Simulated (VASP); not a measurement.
Runs of VASP 6.6.1 on Sb. The structure is that of space group R-3m (No. 166), or close to it. The cells are those of the table. 

```tsv
spin	cell	k mesh	gap on the mesh (eV)	pressure (GPa)	largest force (eV/Å)
non-collinear, zero start, SOC	a = 4.724 Å, angles 55.5°, 2 atoms	9 × 9 × 9	-	0.1	0.03
off	a = 4.905 Å, angles 55.5°, 2 atoms	14 × 14 × 14	none	-3.9	0.51
off	a = 4.786 Å, angles 55.5°, 2 atoms	14 × 14 × 14	none	(a)	0.17
off	a = 4.846 Å, angles 55.5°, 2 atoms	14 × 14 × 14	none	-2.9	0.35
```

Alike in all rows: task single point; level RPBE; potentials or basis VASP PAW PBE potentials, release 64 (Sb); cutoff (eV) 520; smearing fermi-dirac 0.1 eV.

**Question.** Fill in the values left out.

**Answer.** (a) -1.6.

Caveats: the PAW data sets were made with another functional, which shifts forces and pressure a little; spin-orbit coupling is left out, which moves the levels of the heavy elements (at least some runs); the cell stands under tension (at least some runs).

A k mesh can miss the band edges, and rows without SOC leave out spin-orbit coupling on Sb.

A gap of «none» marks levels without a gap at the run's occupations.
